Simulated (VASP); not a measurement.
The system is Zn2Ag3.

```
CELL_PARAMETERS angstrom
4.60203 0.00000 0.00000
0.00000 4.60203 0.00000
0.00000 0.00000 4.60203
ATOMIC_POSITIONS crystal
Zn 0.50000 0.50000 0.50000
Zn 0.00000 0.00000 0.00000
Ag 0.00000 0.50000 0.50000
Ag 0.50000 0.00000 0.50000
Ag 0.50000 0.50000 0.00000
```

* Program: VASP 6.6.1
* Task: relaxation of cell and atoms
* Functional: PBE
* Potentials or basis: VASP PAW PBE potentials, release 64 (Zn, Ag)
* Cutoff: 600 eV
* k mesh: 4 × 4 × 4
* Occupations: gaussian, width 0.1 eV
* Spin: no spin polarisation

At the start: pressure 10.6 GPa; volume 19.49 Å³/atom.

**Question.** How do energy, volume and symmetry change on relaxing?

**Answer.** Over 3 steps the energy falls by 93.1 meV/atom and the volume is 23.04 Å³/atom (+18.2 %); space group Pm-3m (No. 221, to 0.05 Å).

Step by step:
| step | energy change (eV) | largest force (eV/Å) | pressure (GPa) | volume (Å³) |
| --- | --- | --- | --- | --- |
| 1 | 0.0000 | 0.0000 | 10.59 | 97.47 |
| 2 | -0.4636 | 0.0000 | -0.37 | 116.80 |
| 3 | -0.4653 | 0.0000 | 0.15 | 115.18 |

Final structure:
```
Zn Ag
1.0
     4.86546    0.00000    0.00000
     0.00000    4.86546    0.00000
     0.00000    0.00000    4.86546
Zn Ag
2 3
Direct
  0.50000 0.50000 0.50000
  0.00000 0.00000 0.00000
  0.00000 0.50000 0.50000
  0.50000 0.00000 0.50000
  0.50000 0.50000 0.00000
```

Caveat: the volume moved by over 15 % at a fixed basis, so the end points are rough.
